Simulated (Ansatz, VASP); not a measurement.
## Two plane-wave programs on C

```
CELL_PARAMETERS angstrom
-2.45891 0.00000 0.00000
-1.22946 -2.12948 0.00000
0.00000 0.00000 11.79430
ATOMIC_POSITIONS crystal
C 0.66667 0.66667 0.15250
C 0.00000 0.00000 0.76264
C 0.33333 0.33333 0.45757
C 0.66667 0.66667 0.76269
C 0.00000 0.00000 0.45762
C 0.33333 0.33333 0.15255
```

Alike in both runs: task single point; functional PBEsol; k mesh 15 × 15 × 3; occupations gaussian, width 0.05 eV; no spin polarisation.

|  | VASP | Ansatz |
| --- | --- | --- |
| version | VASP 6.6.1 | Ansatz 0.2.0 |
| potentials or method | VASP PAW PBE potentials, release 64 (C), cutoff 520 eV | scalar-relativistic, plane waves, PAW |
| valence electrons in the cell | 24 | 24 |

|  | VASP | Ansatz | Ansatz less VASP |
| --- | --- | --- | --- |
| gap on the k mesh at the Fermi level (eV) | 0.06 | 0.06 | 0.000 |
| least direct gap on the mesh (eV) | 0.06 | 0.06 | 0.000 |
| pressure (GPa) | 0.6 | 0.0 | -0.58 |
| traceless stress, the component that is largest in VASP (GPa) | -0.68 | -0.04 | +0.642 |

VASP's potentials were made for PBE, not for PBEsol.
